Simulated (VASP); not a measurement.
Wanted: the native input for a VASP 6.6.1 run.

| Property | Result |
| --- | --- |
| Task | single point |
| Functional | PBE |
| Potentials or basis | VASP PAW PBE potentials, release 64 (Si, N) |
| Cutoff | 520 eV |
| k mesh | 6 × 6 × 6 |
| Occupations | gaussian, width 0.02 eV |
| Spin | no spin polarisation |
| Dipole correction | no |
| Further INCAR settings | ALGO = Normal; EDIFF = 1e-06; NBANDS = 45 |

The structure of Si3N4 lies in POSCAR:

```
Si3N4
1.0
   -3.2373500000      3.2373500000      3.2373500000
    3.2373500000     -3.2373500000      3.2373500000
    3.2373500000      3.2373500000     -3.2373500000
Si N
6 8
Direct
    0.2500000000      0.1250000000      0.8750000000
    0.8750000000      0.2500000000      0.1250000000
    0.7500000000      0.3750000000      0.6250000000
    0.6250000000      0.7500000000      0.3750000000
    0.1250000000      0.8750000000      0.2500000000
    0.3750000000      0.6250000000      0.7500000000
    0.5628000000      0.5628000000      0.5628000000
    0.4372000000      0.5000000000      0.0000000000
    0.5000000000      0.0000000000      0.9372000000
    0.0000000000      0.4372000000      0.5000000000
    0.9372000000      0.5000000000      0.0000000000
    0.0628000000      0.0628000000      0.0628000000
    0.0000000000      0.9372000000      0.5000000000
    0.5000000000      0.0000000000      0.4372000000
```

The input as run:

INCAR

```
SYSTEM = Si3N4
ALGO = Normal ; EDIFF = 1E-6
ENCUT = 520 ; GGA = PE
ISIF = 2 ; ISMEAR = 0
LASPH = .True. ; LCHARG = .False.
LREAL = .False. ; LWAVE = .False.
NBANDS = 45 ; NELM = 60
PREC = Accurate ; SIGMA = 0.02
```

KPOINTS

```
k-points
0
Gamma
  6 6 6
  0 0 0
```

Potentials or basis: VASP PAW PBE potentials, release 64 (Si, N).

Run with:

```bash
$ cat potpaw_PBE.64/Si/POTCAR potpaw_PBE.64/N/POTCAR > POTCAR
$ mpirun -np 1 vasp_std > vasp.out
```

Results of the run:

```json
{
 "Pressure": "1.6 GPa",
 "Largest force": "0.016 eV/Å",
 "Band gap on the k mesh": "4.07 eV (least direct gap 4.25 eV)"
}
```

Wall time 56 s on 1 thread of Intel(R) Xeon(R) 6975P-C (Granite Rapids) (shared host), peak memory 0.27 GiB.
